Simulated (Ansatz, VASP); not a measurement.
**SrTiO3 in VASP and in Ansatz**

File INCAR:

```
PREC     = Accurate       # precision mode
ENCUT    = 520            # plane-wave cutoff, eV
EDIFF    = 1E-7           # SCF threshold, eV
ISMEAR   = 0              # smearing method
SIGMA    = 0.05           # smearing width, eV
LREAL    = F              # projectors in reciprocal space
LASPH    = T              # aspherical terms in the spheres
NELM     = 80             # most SCF steps
ALGO     = Normal         # electronic algorithm
ISIF     = 2              # what is computed and relaxed
LWAVE    = F              # write WAVECAR
LCHARG   = T              # write CHGCAR
GGA      = PS             # functional
LELF     = T              # ELF
LVHAR    = T            
NBANDS   = 28             # bands
```

KPOINTS

```
regular mesh
0
Gamma
  8 8 8
```

File POSCAR:

```
SrTiO3
1.0
    3.8913815400      0.0000000000      0.0000000000
    0.0000000000      3.8913815400      0.0000000000
    0.0000000000      0.0000000000      3.8913815400
Sr Ti O
1 1 3
Direct
    0.0401618979      0.0000000000      0.0000000000
    0.4423855004      0.5000000000      0.5000000000
   -0.0116415939      0.5000000000      0.5000000000
    0.4820333025      0.0000000000      0.5000000000
    0.4820333025      0.5000000000      0.0000000000
```

Input for Ansatz:

```yaml
crystal:
  lattice:
    - [3.89138154, 0.0, 0.0]
    - [0.0, 3.89138154, 0.0]
    - [0.0, 0.0, 3.89138154]
  atoms:
    - { symbol: Sr, position: [0.0401618979, 0.0, 0.0] }
    - { symbol: Ti, position: [0.4423855004, 0.5, 0.5] }
    - { symbol: O, position: [-0.0116415939, 0.5, 0.5] }
    - { symbol: O, position: [0.4820333025, 0.0, 0.5] }
    - { symbol: O, position: [0.4820333025, 0.5, 0.0] }
basis:
  ecutwfc: 520.0
kpoints:
  mp_grid: { grid: [8, 8, 8] }
hamiltonian:
  xc: pbesol
  pseudopotentials: { kind: paw, azcp: { folder: soft_1 } }
scf:
  occupations: { method: gaussian, width: 0.05 }
output:
  forces: true
  stress: true
  eigenvalues: true
```

Change from the starting cell: mode 1 frozen in at +0.000 Å and mode 7 at -0.224 Å (largest displacements).

Alike in both runs: task single point; functional PBEsol; k mesh 8 × 8 × 8; occupations gaussian, width 0.05 eV; no spin polarisation.

```csv
,VASP,Ansatz
version,VASP 6.6.1,Ansatz 0.2.0
potentials or method,"VASP PAW PBE potentials, release 64 (Sr_sv, Ti_sv, O), cutoff 520 eV","scalar-relativistic, plane waves, PAW"
valence electrons in the cell,40,40
```

|  | VASP | Ansatz | Ansatz less VASP |
| --- | --- | --- | --- |
| gap on the k mesh at the Fermi level (eV) | 1.87 | 1.91 | +0.040 |
| least direct gap on the mesh (eV) | 2.41 | 2.43 | +0.021 |
| pressure (GPa) | 4.9 | 4.2 | -0.72 |
| traceless stress, the component that is largest in VASP (GPa) | 3.09 | 2.98 | -0.116 |
| rms of the force components (eV/Å) | 0.684 | 0.650 | -0.0336 |

VASP's potentials were made for PBE, not for PBEsol, and Ansatz warns of the same on its side. Atom by atom the forces differ by 0.037 eV/Å (rms over components). With one functional, cell and mesh, what is left measures potentials, basis and numerics.
